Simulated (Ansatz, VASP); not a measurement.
**One calculation of TiN, two programs**

```
CELL_PARAMETERS angstrom
0.00000 2.11709 2.11709
2.11709 0.00000 2.11709
2.11709 2.11709 0.00000
ATOMIC_POSITIONS crystal
Ti 0.00000 0.00000 0.00000
N 0.50000 0.50000 0.50000
```

Alike in both runs: functional r2SCAN; k mesh 18 × 18 × 18; occupations fermi-dirac, width 0.15 eV; no spin polarisation.

Ansatz relaxed the structure, and its values are those at the end. VASP's run is a single point on that final structure, the one shown.

|  | VASP | Ansatz |
| --- | --- | --- |
| version | VASP 6.6.1 | Ansatz 0.2.0 |
| potentials or method | VASP PAW PBE potentials, release 64 (Ti_sv, N), cutoff 520 eV | scalar-relativistic, plane waves, PAW |
| valence electrons in the cell | 17 | 17 |

|  | VASP | Ansatz | Ansatz less VASP |
| --- | --- | --- | --- |
| gap on the k mesh at the Fermi level (eV) | none | none | - |
| pressure (GPa) | 1.5 | 0.0 | -1.51 |

VASP's potentials were made for PBE, not for r2SCAN. A gap of «none» marks a metal or a gap that the smearing closes.
